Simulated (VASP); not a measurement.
Crystal: GaP (kpbe).

```
Ga P
1.0
     0.00000    2.72581    2.72581
     2.72581    0.00000    2.72581
     2.72581    2.72581    0.00000
Ga P
1 1
Cartesian
  0.0000 0.0000 0.0000
  4.0887 4.0887 4.0887
```

* Program: VASP 6.6.1
* Task: relaxation of cell and atoms
* Functional: PBE
* Potentials or basis: VASP PAW PBE potentials, release 64 (Ga_d, P)
* Cutoff: 600 eV
* k mesh: 8 × 8 × 8
* Occupations: gaussian, width 0.02 eV
* Spin: no spin polarisation

At the start: pressure 2.4 GPa; volume 20.25 Å³/atom.

Problem. Where does the relaxation end?

Solution. Over 3 steps the energy falls by 4.4 meV/atom and the volume is 20.86 Å³/atom (+3.0 %); space group F-43m (No. 216, to 0.05 Å).

The path:
| step | energy change (eV) | largest force (eV/Å) | pressure (GPa) | volume (Å³) |
| --- | --- | --- | --- | --- |
| 1 | 0.0000 | 0.0000 | 2.41 | 40.51 |
| 2 | -0.0068 | 0.0000 | -1.04 | 42.32 |
| 3 | -0.0088 | 0.0000 | 0.00 | 41.71 |

Final structure:
```
Ga P
1.0
     0.00000    2.75266    2.75266
     2.75266    0.00000    2.75266
     2.75266    2.75266    0.00000
Ga P
1 1
Direct
  0.00000 0.00000 0.00000
  0.75000 0.75000 0.75000
```
